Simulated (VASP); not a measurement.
# Ca (Fm-3m) in VASP: further runs

Runs on Ca. Level: PBEsol. Tasks: single point.

Program: VASP 6.6.1. These are calculated values, not measurements. Logs are shortened: lines on timing, memory, paths and dates and some standing lists are left out, and cuts for length are marked.

### 1 The cell of the first run

Symmetry: Fm-3m, No. 225, cubic system. Conventional cell: a = 5.228 Å, b = 5.228 Å, c = 5.228 Å, α = 90.00°, β = 90.00°, γ = 90.00°. Within 4.9 Å of Ca (site symmetry m-3m) lie 12 Ca at 3.70 Å.

### 2 Single point, PBEsol (volume scaled by 0.88)

INCAR reads:

```
ALGO = Normal ; EDIFF = 1E-6
ENCUT = 520 ; GGA = PS
ISIF = 2 ; ISMEAR = -1
LASPH = True ; LCHARG = False
LREAL = False ; LWAVE = False
NBANDS = 11 ; NELM = 60
PREC = Accurate ; SIGMA = 0.1
```

KPOINTS reads:

```
k-points
0
Gamma
  16 16 16
```

POSCAR reads:

```
Ca
1.0
    0.0000000000      2.6141870688      2.6141870688
    2.6141870688      0.0000000000      2.6141870688
    2.6141870688      2.6141870688      0.0000000000
Ca
1
Direct
    0.0000000000      0.0000000000      0.0000000000
```

Potentials or basis: VASP PAW PBE potentials, release 64 (Ca_sv).

Started as:

```sh
cat potpaw_PBE.64/Ca_sv/POTCAR > POTCAR
mpirun -np 1 vasp_std > vasp.out
```

OUTCAR:

```text
EDIFF = 1E-6
   ENCUT = 520
   GGA = PS
   ISIF = 2
   ISMEAR = -1
   LASPH = True
   LREAL = False
   NELM = 60
   PREC = Accurate

 ion  position               nearest neighbor table
   1  0.000  0.000  0.000-

  LATTYP: Found a face centered cubic cell.
 ALAT       =     5.2283741376

  Lattice vectors:

 A1 = (   0.0000000000,   2.6141870688,   2.6141870688)
 A2 = (   2.6141870688,   0.0000000000,   2.6141870688)
 A3 = (   2.6141870688,   2.6141870688,   0.0000000000)

Analysis of symmetry for initial positions (statically):
=====================================================================
 Subroutine PRICEL returns:
 Original cell was already a primitive cell.

 Routine SETGRP: Setting up the symmetry group for a
 face centered cubic supercell.

 Subroutine GETGRP returns: Found 48 space group operations
 (whereof 48 operations were pure point group operations)
 out of a pool of 48 trial point group operations.

The static configuration has the point symmetry O_h .

Analysis of symmetry for dynamics (positions and initial velocities):
=====================================================================
 Subroutine PRICEL returns:
 Original cell was already a primitive cell.

 Routine SETGRP: Setting up the symmetry group for a
 face centered cubic supercell.

 Subroutine GETGRP returns: Found 48 space group operations
 (whereof 48 operations were pure point group operations)
 out of a pool of 48 trial point group operations.

The dynamic configuration has the point symmetry O_h .

 Subroutine INISYM returns: Found 48 space group operations
 (whereof 48 operations are pure point group operations),
 and found     1 'primitive' translations

----------------------------------------------------------------------------------------

                                     Primitive cell

  volume of cell :      35.7306

  direct lattice vectors                    reciprocal lattice vectors
     0.000000000  2.614187069  2.614187069    -0.191264048  0.191264048  0.191264048
     2.614187069  0.000000000  2.614187069     0.191264048 -0.191264048  0.191264048
     2.614187069  2.614187069  0.000000000     0.191264048  0.191264048 -0.191264048

  length of vectors
     3.697018807  3.697018807  3.697018807     0.331279048  0.331279048  0.331279048

  position of ions in fractional coordinates (direct lattice)
     0.000000000  0.000000000  0.000000000

  ion indices of the primitive-cell ions
   primitive index   ion index
[... 73 lines left out ...]
   EDIFF  = 0.1E-05   stopping-criterion for ELM
   LREAL  =      F    real-space projection
   EDIFFG = 0.1E-04   stopping-criterion for IOM
   NSW    =      0    number of steps for IOM
   IBRION =     -1    ionic relax: 0-MD 1-quasi-New 2-CG
   NFREE  =      0    steps in history (QN), initial steepest desc. (CG)
   ISIF   =      2    stress and relaxation
   ISYM   =      2    0-nonsym 1-usesym 2-fastsym
   POTIM  = 0.5000    time-step for ionic-motion
   TEBEG  =    0.0;   TEEND  =   0.0 temperature during run
   PSTRESS=    0.0 pullay stress
   NELECT =      10.0000    total number of electrons
   NUPDOWN=      -1.0000    fix difference up-down
   EMIN   =  10.00;   EMAX   =-10.00  energy-range for DOS
   EFERMI =   0.00;   METHOD = LEGACY
   ISMEAR =    -1;   SIGMA  =   0.10  broadening in eV -4-tet -1-fermi 0-gaus
   EFERMI_NEDOS =   21; number of points for ismear=-14 and -15
   IALGO  =     38    algorithm
   IMIX   =      4    mixing-type and parameters
     AMIX     =   0.40;   BMIX     =  1.00
     AMIX_MAG =   1.60;   BMIX_MAG =  1.00
  volume/ion in A,a.u.               =      35.73       241.12
  Fermi-wavevector in a.u.,A,eV,Ry     =   1.070849  2.023611 15.602035  1.146717
  Thomas-Fermi vector in A             =   2.206571
   LORBIT       =      0    0 simple, 1 ext, 2 COOP (PROOUT), +10 PAW based schemes
   GGA     = PS    functional components
   LHFCALC =     F    Hartree Fock is set to
   AEXX    =    0.0000 exact exchange contribution
   IVDW    =     0    specifies the selected vdW correction
   LEPSILON=     F    determine dielectric tensor
   LRPA    =     F    only Hartree local field effects (RPA)
 non-spin polarized calculation
  energy-cutoff  :      520.00
  volume of cell :       35.73
 maximum number of plane-waves:       982
   NGX = 13   NGY = 13   NGZ = 13

 number of electron      10.0000000 magnetization

 number of electron       9.9999998 magnetization

 Free energy of the ion-electron system (eV)
  ---------------------------------------------------
  ext. energy  EPLUGINS =         0.00000000
  ---------------------------------------------------
  free energy    TOTEN  =        -2.11382204 eV

  energy without entropy =       -2.07607729  energy(sigma->0) =       -2.09494966

 E-fermi :   2.5951     XC(G=0):  -8.3572

 val. band max:        2.5860720044   @ k =  -0.4375   0.1250   0.0625
 cond. band min:       2.6003720386   @ k =  -0.2500   0.4375   0.1875
 fundamental gap:      0.0143000342
 Fermi energy:         2.5950949087

 k-point     1 :       0.0000    0.0000    0.0000
  band No.  band energies     occupation
      1     -38.8702      2.00000
      2     -19.8295      2.00000
      3     -19.8295      2.00000
      4     -19.8295      2.00000
      5      -1.7376      2.00000
      6       5.1284      0.00000
      7       5.1284      0.00000
      8       5.1284      0.00000
      9       6.4403      0.00000
     10       6.4403      0.00000
     11      12.4578      0.00000
[... 309 lines left out ...]
 k-point    24 :      -0.0625    0.0625    0.0000
  band No.  band energies     occupation
      1     -38.8672      2.00000
      2     -19.8537      2.00000
      3     -19.8367      2.00000
      4     -19.8313      2.00000
      5      -1.5320      2.00000
      6       4.9075      0.00000
      7       5.1995      0.00000
      8       5.2159      0.00000
      9       6.2962      0.00000
     10       6.4383      0.00000
     11      12.7575      0.00000

 [... further k-points ...]
[... 5 lines left out ...]
  --------------------------------------------------------------------------------------
  -------------------------------------------------------------------------------------
  Total        0.6320333      0.6320333      0.6320333      0.0000000     -0.0000000     -0.0000000
  in kB       28.3406983     28.3406983     28.3406983      0.0000000     -0.0000000     -0.0000000
  external PRESSURE =      28.3406983 kB  Pullay stress =       0.0000000 kB

 VOLUME and BASIS-vectors are now :
 -----------------------------------------------------------------------------
  energy-cutoff  :      520.00
  volume of cell :       35.73
      direct lattice vectors                 reciprocal lattice vectors
     0.000000000  2.614187069  2.614187069    -0.191264048  0.191264048  0.191264048
     2.614187069  0.000000000  2.614187069     0.191264048 -0.191264048  0.191264048
     2.614187069  2.614187069  0.000000000     0.191264048  0.191264048 -0.191264048

 POSITION                                       TOTAL-FORCE (eV/Angst)
 -----------------------------------------------------------------------------------
      0.00000      0.00000      0.00000         0.000000      0.000000      0.000000
 -----------------------------------------------------------------------------------
    total drift:                               -0.000000     -0.000000     -0.000000

  FREE ENERGIE OF THE ION-ELECTRON SYSTEM (eV)
  ---------------------------------------------------
  free  energy   TOTEN  =        -2.1138220352 eV

  energy  without entropy=       -2.0760772918  energy(sigma->0) =       -2.09494966
```

OSZICAR:

```text
N       E                     dE             d eps       ncg     rms          rms(c)
DAV:   1     0.687374594974E+02    0.68737E+02   -0.51380E+03  3190   0.845E+02
DAV:   2    -0.544913915953E+00   -0.69282E+02   -0.68566E+02  3442   0.216E+02
DAV:   3    -0.204836715640E+01   -0.15035E+01   -0.14853E+01  4541   0.314E+01
DAV:   4    -0.213115771186E+01   -0.82791E-01   -0.82449E-01  4144   0.582E+00
DAV:   5    -0.213283592545E+01   -0.16782E-02   -0.16781E-02  4442   0.690E-01    0.214E+00
DAV:   6    -0.212001161497E+01    0.12824E-01   -0.83007E-03  3972   0.104E+00    0.128E+00
DAV:   7    -0.211397660139E+01    0.60350E-02   -0.13955E-02  3858   0.138E+00    0.930E-02
DAV:   8    -0.211381930767E+01    0.15729E-03   -0.10512E-03  3821   0.288E-01    0.193E-02
DAV:   9    -0.211382204822E+01   -0.27405E-05   -0.49411E-05  4048   0.664E-02    0.410E-03
DAV:  10    -0.211382203521E+01    0.13011E-07   -0.40453E-06  4697   0.149E-02
   1 F= -.21138220E+01 E0= -.20949497E+01  d E =-.377447E-01
```

Run time: 35 s. Hardware: 1 thread of Intel Xeon Platinum 8259CL at 2.50GHz (Skylake/Cascade Lake), shared host; peak memory 0.19 GiB.

What came out:

* Free energy: -2.1138 eV
* Pressure: 2.8 GPa
* Band gap on the k mesh: zero (band 5 reaches 2.68 eV, above the bottom of band 6 at 2.57 eV)

Caveat: the PAW data sets were made with another functional, which shifts forces and pressure a little.

### 3 Single point, PBEsol (volume scaled by 0.92)

INCAR reads:

```
SYSTEM = Ca
PREC     = Accurate       ! precision mode
ENCUT    = 520            ! plane-wave cutoff, eV
EDIFF    = 1E-6           ! SCF threshold, eV
ISMEAR   = -1             ! smearing method
SIGMA    = 0.1            ! smearing width, eV
LREAL    = .False.        ! projectors in reciprocal space
LASPH    = .True.         ! aspherical terms in the spheres
NELM     = 60             ! most SCF steps
ALGO     = Normal         ! electronic algorithm
ISIF     = 2              ! what is computed and relaxed
LWAVE    = .False.        ! write WAVECAR
LCHARG   = .True.         ! write CHGCAR
GGA      = PS             ! functional
LELF     = .True.         ! ELF
LVHAR    = .True.       
NBANDS   = 11             ! bands
```

KPOINTS reads:

```
Automatic mesh
0
Gamma
  16 16 16
  0 0 0
```

POSCAR reads:

```
Ca
1.0
    0.0000000000      2.6532105395      2.6532105395
    2.6532105395      0.0000000000      2.6532105395
    2.6532105395      2.6532105395      0.0000000000
Ca
1
Direct
    0.0000000000      0.0000000000      0.0000000000
```

Potentials or basis: VASP PAW PBE potentials, release 64 (Ca_sv).

Started as:

```sh
cat potpaw_PBE.64/Ca_sv/POTCAR > POTCAR
mpirun -np 1 vasp_std > vasp.out
```

Run time: 38 s. Hardware: 1 thread of Intel Xeon Platinum 8259CL at 2.50GHz (Skylake/Cascade Lake), shared host; peak memory 0.2 GiB.

Results (log left out):

```
Free energy            : -2.1373 eV
Pressure               : 1.7 GPa
Band gap on the k mesh : zero (band 5 reaches 2.51 eV, above the bottom of band 6 at 2.35 eV)
```

Levels at points of the mesh, in eV from the Fermi level:
| k point | band 1 | band 2 | band 3 | band 4 | band 5 | band 6 | band 7 | band 8 | band 9 | band 10 |
| --- | --- | --- | --- | --- | --- | --- | --- | --- | --- | --- |
| (0.00, 0.00, 0.00) | -41.56 | -22.53 | -22.53 | -22.53 | -4.25 | 2.48 | 2.48 | 2.48 | 3.73 | 3.73 |
| (0.50, 0.00, 0.00) | -41.53 | -22.75 | -22.56 | -22.56 | -1.06 | -0.05 | 2.35 | 2.35 | 4.53 | 4.53 |
| (0.50, 0.50, 0.00) | -41.53 | -22.74 | -22.61 | -22.61 | -0.60 | 0.48 | 1.21 | 4.53 | 4.74 | 4.74 |

Caveat: the PAW data sets were made with another functional, which shifts forces and pressure a little.
